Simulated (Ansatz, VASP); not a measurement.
InAs in VASP and in Ansatz

The input POSCAR:

```
InAs
1.0
    0.0000000000      3.0180000000      3.0180000000
    3.0180000000      0.0000000000      3.0180000000
    3.0180000000      3.0180000000      0.0000000000
In As
1 1
Direct
    0.0000000000      0.0000000000      0.0000000000
    0.7500000000      0.7500000000      0.7500000000
```

Contents of INCAR.step1:

```
SYSTEM = InAs
PREC = Accurate
ENCUT = 600
EDIFF = 1E-5
ISMEAR = -1
SIGMA = 0.05
LREAL = .FALSE.
LASPH = .TRUE.
NELM = 60
ALGO = Normal
LWAVE = .TRUE.
LCHARG = .FALSE.
GGA = PE
NBANDS = 16
```

Contents of INCAR.step2:

```
SYSTEM = InAs
PREC = Accurate
ENCUT = 600
EDIFF = 1E-6
ISMEAR = -1
SIGMA = 0.05
LREAL = .FALSE.
LASPH = .TRUE.
NELM = 60
ALGO = Normal
ISIF = 3
LWAVE = .FALSE.
LCHARG = .FALSE.
GGA = PE
LHFCALC = .TRUE.
HFSCREEN = 0.2079
PRECFOCK = Normal
IBRION = 2
NSW = 60
EDIFFG = -0.01
ISTART = 1
```

The input KPOINTS:

```
regular mesh
0
G
  4 4 4
  0 0 0
```

Contents of input.yaml:

```yaml
crystal:
  lattice:
    - [0.0, 3.018, 3.018]
    - [3.018, 0.0, 3.018]
    - [3.018, 3.018, 0.0]
  atoms:
    - { symbol: In, position: [0.0, 0.0, 0.0] }
    - { symbol: As, position: [0.75, 0.75, 0.75] }
hamiltonian:
  xc: hse06
  pseudopotentials: { kind: paw }
kpoints:
  mp_grid: { grid: [4, 4, 4] }
scf:
  occupations: { method: fermi_dirac, width: 0.05 }
output:
  forces: true
  stress: true
relax:
  f_tol: 0.01
  max_steps: 40
  cell: { stress_tol: 0.05 }
```

Alike in both runs: task relaxation of cell and atoms; functional HSE06; k mesh 4 × 4 × 4; occupations fermi-dirac, width 0.05 eV; no spin polarisation.

```csv
,VASP,Ansatz
version,VASP 6.6.1,Ansatz 0.2.0
potentials or method,"VASP PAW PBE potentials, release 64 (In_d, As)",Ansatz PAW
plane-wave cutoff (eV),600,420
valence electrons in the cell,18,28
```

Ansatz gave:

| Quantity | Value |
| --- | --- |
| gap on the k mesh at the Fermi level, each at its own relaxed structure (eV) | 0.39 |
| relaxed volume (Å³/atom) | 28.56 |
| relaxed cell length with the largest relative difference (Å) | 4.323 |

Task: What did VASP give for the same quantities?

Result: gap on the k mesh at the Fermi level, each at its own relaxed structure (eV): 0.40; relaxed volume (Å³/atom): 28.46; relaxed cell length with the largest relative difference (Å): 4.318.

VASP's potentials hold 18 valence electrons a cell and Ansatz's 28, so a difference there can come from the potentials and not from the codes.

The k mesh is coarse, so the values compare programs but aren't converged. Noted on Ansatz's run: the plane-wave basis is chosen anew once the cell has moved, so the energies of steps on either side of that aren't comparable.
